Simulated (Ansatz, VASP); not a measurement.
# Two plane-wave programs on Zr2Br

```
Zr Br
1.0
     4.70636    0.00000    0.00000
    -2.35318    4.07582    0.00000
     0.00000    0.00000    3.15905
Zr Br
2 1
Cartesian
  0.0000 2.7172 1.5795
  2.3532 1.3586 1.5795
  0.0000 0.0000 0.0000
```

Change from the starting cell: species swapped into the CeHg2 type (P6/mmm, No. 191).

Alike in both runs: task single point; functional PBE; k mesh 6 × 6 × 6; occupations gaussian, width 0.1 eV; no spin polarisation.

|  | VASP | Ansatz |
| --- | --- | --- |
| version | VASP 6.6.1 | Ansatz 0.2.0 |
| potentials or method | VASP PAW PBE potentials, release 64 (Zr_sv, Br), cutoff 520 eV | scalar-relativistic, plane waves, PAW |
| valence electrons in the cell | 31 | 31 |

VASP gave:

```
gap on the k mesh at the Fermi level (eV)                     : none
pressure (GPa)                                                : 8.3
traceless stress, the component that is largest in VASP (GPa) : -7.38
```

Q: What did Ansatz give for the same quantities?

A: gap on the k mesh at the Fermi level (eV): none; pressure (GPa): 8.2; traceless stress, the component that is largest in VASP (GPa): -7.30.

A gap of «none» marks a metal or a gap that the smearing closes.
